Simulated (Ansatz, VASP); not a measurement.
**One calculation of GaN, two programs**

```
CELL_PARAMETERS angstrom
0.00000 2.27424 2.34247
2.27424 0.00000 2.34247
2.27424 2.27424 0.00000
ATOMIC_POSITIONS crystal
Ga 0.00000 0.00000 0.00000
N 0.75000 0.75000 0.75000
```

Change from the starting cell: strain +0.0300 x Voigt [0, 0, 1, 0, 0, 0], atoms carried along.

Alike in both runs: task single point; functional PBE; k mesh 10 × 10 × 10; occupations gaussian, width 0.05 eV; no spin polarisation.

|  | VASP | Ansatz |
| --- | --- | --- |
| version | VASP 6.6.1 | Ansatz 0.2.0 |
| potentials or method | VASP PAW PBE potentials, release 64 (Ga_d, N), cutoff 520 eV | scalar-relativistic, plane waves, PAW |
| valence electrons in the cell | 18 | 18 |

|  | VASP | Ansatz | Ansatz less VASP |
| --- | --- | --- | --- |
| gap on the k mesh at the Fermi level (eV) | 1.31 | 1.30 | -0.004 |
| least direct gap on the mesh (eV) | 1.31 | 1.30 | -0.004 |
| pressure (GPa) | -4.7 | -4.8 | -0.13 |
| traceless stress, the component that is largest in VASP (GPa) | -2.60 | -2.60 | -0.001 |
